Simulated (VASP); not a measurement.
Wanted: the native input for a VASP 6.6.1 run.

| Quantity | Value |
| --- | --- |
| Task | single point |
| Functional | PBE |
| Potentials or basis | VASP PAW PBE potentials, release 64 (Zn, Sn_d, N) |
| Cutoff | 520 eV |
| k mesh | 4 × 4 × 4 |
| Occupations | gaussian, width 0.1 eV |
| Spin | no spin polarisation |
| Dipole correction | no |
| Further INCAR settings | ALGO = Normal; EDIFF = 1e-06; NBANDS = 46 |

The structure of ZnSn4N lies in POSCAR:

```
ZnSn4N
1.0
    0.0000000000      4.2630816841      4.2630816841
    4.2630816841      0.0000000000      4.2630816841
    4.2630816841      4.2630816841      0.0000000000
Zn Sn N
1 4 1
Direct
    0.7500000000      0.7500000000      0.7500000000
    0.8759097566      0.3746967478      0.3746967478
    0.3746967478      0.3746967478      0.3746967478
    0.3746967478      0.8759097566      0.3746967478
    0.3746967478      0.3746967478      0.8759097566
    0.0000000000      0.0000000000      0.0000000000
```

The cell was built from a structure type or drawn by symmetry, and may not be a known phase.

One way to write it, as run:

INCAR

```
SYSTEM = ZnSn4N
PREC = Accurate ; ENCUT = 520
EDIFF = 1E-6 ; ISMEAR = 0
SIGMA = 0.1 ; LREAL = .False.
LASPH = .True. ; NELM = 60
ALGO = Normal ; ISIF = 2
LWAVE = .False. ; LCHARG = .False.
GGA = PE ; NBANDS = 46
```

KPOINTS

```
Automatic mesh
0
Gamma
  4 4 4
  0 0 0
```

Potentials or basis: VASP PAW PBE potentials, release 64 (Zn, Sn_d, N).

Launch:

```console
$ cat potpaw_PBE.64/Zn/POTCAR potpaw_PBE.64/Sn_d/POTCAR potpaw_PBE.64/N/POTCAR > POTCAR
$ mpirun -np 1 vasp_std > vasp.out
```

It gave:

| Item | Value |
| --- | --- |
| Pressure | 0.2 GPa |
| Largest force | 0.047 eV/Å |
| Band gap on the k mesh | zero (an odd number of electrons rules out a gap without spin polarisation) |

Caveat: spin-orbit coupling is left out, which moves the levels of the heavy elements.

Run time: 4.4 min on 1 thread of AMD EPYC 7571 (shared host), peak memory 0.31 GiB.
